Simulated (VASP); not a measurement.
Set up this calculation in VASP 6.6.1, as the native input.

- Task: single point
- Functional: PBE
- Potentials or basis: VASP PAW PBE potentials, release 64 (Ag, Cl)
- Cutoff: 500 eV
- k mesh: 3 × 3 × 3
- Occupations: gaussian, width 0.1 eV
- Spin: collinear spin, zero start
- Starting moments: [0.0, 0.0] μB
- Dipole correction: no
- Further INCAR settings: ALGO = Normal; EDIFF = 1e-06; NBANDS = 20

The structure of AgCl lies in POSCAR:

```
AgCl
1.0
    3.3793085181      0.0000000000      0.0000000000
    0.0000000000      3.3793085181      0.0000000000
    0.0000000000      0.0000000000      3.3793085181
Ag Cl
1 1
Direct
    0.0000000000      0.0000000000      0.0000000000
    0.5000000000      0.5000000000      0.5000000000
```

The input as run:

INCAR

```
SYSTEM = AgCl
ALGO     = Normal         ! electronic algorithm
EDIFF    = 1E-6           ! SCF threshold, eV
ENCUT    = 500            ! plane-wave cutoff, eV
GGA      = PE             ! functional
GGA_COMPAT= .FALSE.      
ISIF     = 2              ! what is computed and relaxed
ISMEAR   = 0              ! smearing method
ISPIN    = 2              ! spin polarisation
LASPH    = .TRUE.         ! aspherical terms in the spheres
LCHARG   = .FALSE.        ! write CHGCAR
LMAXMIX  = 4              ! l up to which the mixer works
LORBIT   = 11             ! projections on sites
LREAL    = .FALSE.        ! projectors in reciprocal space
LWAVE    = .FALSE.        ! write WAVECAR
MAGMOM   = 0 0            ! initial moments
NBANDS   = 20             ! bands
NELM     = 200            ! most SCF steps
PREC     = Accurate       ! precision mode
SIGMA    = 0.1            ! smearing width, eV
```

KPOINTS

```
k-points
0
G
  3 3 3
  0 0 0
```

Potentials or basis: VASP PAW PBE potentials, release 64 (Ag, Cl).

Launch:

```sh
$ cat potpaw_PBE.64/Ag/POTCAR potpaw_PBE.64/Cl/POTCAR > POTCAR
$ mpirun -np 1 vasp_std > vasp.out
```

Results of the run:

```
Pressure                                              : 2.8 GPa
Band gap on the k mesh                                : 0.87 eV (least direct gap 2.21 eV)
Net moment                                            : 0.00 μB per cell
Valence electrons inside the program's atomic spheres : Ag 9.66; Cl 5.10
```

Caveat: the k points lie up to 0.62 Å⁻¹ apart; an odd mesh through Γ misses points on the zone boundary, where band edges can lie.

It took 19 s on 1 thread of AMD EPYC 7R13, with other jobs on the host, peak memory 0.16 GiB.
